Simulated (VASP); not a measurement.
Wanted: the native input for a VASP 6.6.1 run.

```
Task                   : single point
Functional             : PBE
Potentials or basis    : VASP PAW PBE potentials, release 64 (Al)
Cutoff                 : 520 eV
k mesh                 : 7 × 6 × 15
Occupations            : gaussian, width 0.1 eV
Spin                   : no spin polarisation
Dipole correction      : no
Further INCAR settings : ALGO = Fast; EDIFF = 1e-06; NBANDS = 14
```

The structure of Al lies in POSCAR:

```
Al
1.0
    5.2931304608      0.0000000000      0.0000000000
    0.0000000000      5.6802178802      0.0000000000
   -1.7643768203      0.0000000000      2.2486162376
Al
4
Direct
    0.0000000000      0.5000000000      0.0000000000
    0.5000000000      0.7500000000      0.0000000000
    0.0000000000      0.0000000000      0.0000000000
    0.5000000000      0.2500000000      0.0000000000
```

These files were run (other wordings do the same):

INCAR

```
SYSTEM = Al
  ALGO = Fast
  EDIFF = 1E-6
  ENCUT = 520
  GGA = PE
  ISIF = 2
  ISMEAR = 0
  LASPH = .TRUE.
  LCHARG = .TRUE.
  LELF = .TRUE.
  LREAL = .FALSE.
  LVHAR = .TRUE.
  LWAVE = .FALSE.
  NBANDS = 14
  NELM = 100
  PREC = Accurate
  SIGMA = 0.1
```

KPOINTS

```
k-points
0
G
  7 6 15
  0 0 0
```

Potentials or basis: VASP PAW PBE potentials, release 64 (Al).

Launch:

```console
$ cat potpaw_PBE.64/Al/POTCAR > POTCAR
$ mpirun -np 1 vasp_std > vasp.out
```

Results of the run:

- Pressure: -1.1 GPa
- Band gap on the k mesh: zero (bands 6 and 7 overlap by 3.89 eV)

Caveat: the stress differs along the axes, from -5 to 1 GPa.

Wall time 57 s on 1 thread of Intel(R) Xeon(R) 6975P-C (Granite Rapids) (shared host), peak memory 0.29 GiB.
